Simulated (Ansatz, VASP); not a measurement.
One calculation of Cd, two programs

Contents of INCAR:

```
ALGO     = Normal         # electronic algorithm
EDIFF    = 1E-7           # SCF threshold, eV
ENCUT    = 520            # plane-wave cutoff, eV
GGA      = PE             # functional
ISIF     = 2              # what is computed and relaxed
ISMEAR   = -1             # smearing method
LASPH    = T              # aspherical terms in the spheres
LCHARG   = T              # write CHGCAR
LELF     = T              # ELF
LREAL    = F              # projectors in reciprocal space
LVHAR    = T            
LWAVE    = F              # write WAVECAR
NBANDS   = 12             # bands
NELM     = 60             # most SCF steps
PREC     = Accurate       # precision mode
SIGMA    = 0.1            # smearing width, eV
```

Contents of KPOINTS:

```
k-points
0
Gamma
  14 14 14
```

The input POSCAR:

```
Cd
1.0
   -1.7514247090      1.7514247090      1.7514247090
    1.7514247090     -1.7514247090      1.7514247090
    1.7514247090      1.7514247090     -1.7514247090
Cd
1
Direct
    0.0000000000      0.0000000000      0.0000000000
```

Input for Ansatz:

```yaml
crystal:
  lattice:
    - [-1.751424709, 1.751424709, 1.751424709]
    - [1.751424709, -1.751424709, 1.751424709]
    - [1.751424709, 1.751424709, -1.751424709]
  atoms:
    - { symbol: Cd, position: [0.0, 0.0, 0.0] }
hamiltonian:
  xc: pbe
  pseudopotentials:
    kind: paw
    azcp:
      Cd: "pseudopotentials/Cd.paw.azcp"
basis:
  ecutwfc: 420
  fft_grid_basis: typed
kpoints:
  mp_grid: { grid: [14, 14, 14], shift: [0, 0, 0] }
magnetization:
  spin_polarized: false
scf:
  occupations: { method: fermi_dirac, width: 0.1 }
  lower_state_search: "off"
output:
  stress: true
```

Alike in both runs: task single point; functional PBE; k mesh 14 × 14 × 14; occupations fermi-dirac, width 0.1 eV; no spin polarisation.

```csv
,VASP,Ansatz
version,VASP 6.6.1,Ansatz 0.2.0
potentials or method,"VASP PAW PBE potentials, release 64 (Cd), cutoff 520 eV","plane waves (420 eV) with PAW, scalar-relativistic"
valence electrons in the cell,12,20
```

VASP gave:

- pressure (GPa): 4.3

Q: Which values does Ansatz return?

A: Pressure (GPa): 4.0.

With one functional, cell and mesh, what is left measures potentials, basis and numerics. VASP's potentials hold 12 valence electrons a cell and Ansatz's 20, so a difference there can come from the potentials and not from the codes.
